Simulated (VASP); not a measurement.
C:

```
CELL_PARAMETERS angstrom
0.00000 2.06000 2.06000
2.06000 0.00000 2.06000
2.06000 2.06000 0.00000
ATOMIC_POSITIONS crystal
C 0.00000 0.00000 0.00000
C 0.25000 0.25000 0.25000
```

| Quantity | Value |
| --- | --- |
| Program | VASP 6.6.1 |
| Task | relaxation of cell and atoms |
| Functional | LDA |
| Potentials or basis | VASP PAW LDA potentials, release 64 (C) |
| Cutoff | 600 eV |
| k mesh | 10 × 10 × 10 |
| Occupations | methfessel-paxton, width 0.05 eV |
| Spin | no spin polarisation |

At the start: pressure -88.4 GPa; volume 8.74 Å³/atom.

Task: Where does the relaxation end?

Result: Over 7 steps the energy falls by 1302.5 meV/atom and the volume is 5.52 Å³/atom (-36.9 %); space group Fd-3m (No. 227, to 0.1 Å) before and after.

Step by step:
```csv
step,energy change (eV),largest force (eV/Å),pressure (GPa),volume (Å³)
1,0.0000,0.0000,-88.44,17.48
2,-0.4488,0.0000,283.49,7.90
3,-2.5960,0.0000,-10.60,11.30
4,-2.6042,0.0000,-2.97,11.11
5,-2.6047,0.0000,1.61,11.00
6,-2.6047,0.0000,-1.84,11.08
7,-2.6049,0.0000,-0.01,11.04
```

Final structure:
```yaml
crystal:
  lattice:
    - [0.00000, 1.76706, 1.76706]
    - [1.76706, 0.00000, 1.76706]
    - [1.76706, 1.76706, 0.00000]
  atoms:
    - { symbol: C, position: [0.00000, 0.00000, 0.00000] }
    - { symbol: C, position: [0.25000, 0.25000, 0.25000] }
```

Caveat: the volume moved by over 15 % at a fixed basis, so the end points are rough.
